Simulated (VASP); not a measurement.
Here is a VASP 6.6.1 calculation.

INCAR

```
SYSTEM = ZrNbSe3
  PREC = Accurate
  ENCUT = 520
  EDIFF = 1E-6
  ISMEAR = 0
  SIGMA = 0.1
  LREAL = .False.
  LASPH = .True.
  NELM = 150
  ALGO = Normal
  ISIF = 2
  LWAVE = .False.
  LCHARG = .False.
  ISPIN = 2
  MAGMOM = 0.45 2.66 0 0 0
  LORBIT = 11
  LMAXMIX = 4
  GGA = PE
  NBANDS = 34
```

The input KPOINTS:

```
regular mesh
0
Gamma
  6 6 4
  0 0 0
```

Contents of POSCAR:

```
ZrNbSe3
1.0
    5.6785659342      0.0000000000      0.0000000000
   -2.8392829671      4.9177823561      0.0000000000
    0.0000000000      0.0000000000      5.3259255628
Zr Nb Se
1 1 3
Direct
    0.0000000000      0.0000000000      0.0000000000
    0.0000000000      0.0000000000      0.5000000000
    0.5000000000      0.0000000000      0.0000000000
    0.0000000000      0.5000000000      0.0000000000
    0.5000000000      0.5000000000      0.0000000000
```

Potentials or basis: VASP PAW PBE potentials, release 64 (Zr_sv, Nb_sv, Se).

Launch:

```sh
$ cat potpaw_PBE.64/Zr_sv/POTCAR potpaw_PBE.64/Nb_sv/POTCAR potpaw_PBE.64/Se/POTCAR > POTCAR
$ mpirun -np 1 vasp_std > vasp.out
```

**Question.** Predict the net moment.

**Answer.** 3.23 μB per cell.

**Question.** Estimate the pressure.

**Answer.** 0.0 GPa.

Stress tensor (GPa, compression positive):
```
 0.07  0.00  0.00
 0.00  0.07  0.00
 0.00  0.00 -0.27
```
